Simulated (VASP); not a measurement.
The system is LiH (vib).

```
Li H
1.0
     0.00000    2.00862    2.00862
     2.00862    0.00000    2.00862
     2.00862    2.00862    0.00000
Li H
1 1
Direct
  0.00000 0.00000 0.00000
  0.50000 0.50000 0.50000
```

| Property | Result |
| --- | --- |
| Program | VASP 6.6.1 |
| Task | relaxation of cell and atoms |
| Functional | LDA |
| Potentials or basis | VASP PAW LDA potentials, release 64 (Li_sv, H) |
| Cutoff | 750 eV |
| k mesh | 8 × 8 × 8 |
| Occupations | gaussian, width 0.02 eV |
| Spin | no spin polarisation |

At the start: pressure -3.0 GPa; volume 8.10 Å³/atom.

**Question.** Where does the relaxation end?

**Answer.** Over 4 steps the energy falls by 6.6 meV/atom and the volume is 7.44 Å³/atom (-8.2 %); space group Fm-3m (No. 225, to 0.05 Å).

The path:
```tsv
step	energy change (eV)	largest force (eV/Å)	pressure (GPa)	volume (Å³)
1	0.0000	0.0000	-3.05	16.21
2	-0.0060	0.0000	-2.32	15.85
3	-0.0130	0.0000	-0.47	15.07
4	-0.0133	0.0000	0.02	14.89
```

Final structure:
```
CELL_PARAMETERS angstrom
0.00000 1.95247 1.95247
1.95247 0.00000 1.95247
1.95247 1.95247 0.00000
ATOMIC_POSITIONS crystal
Li 0.00000 0.00000 0.00000
H 0.50000 0.50000 0.50000
```
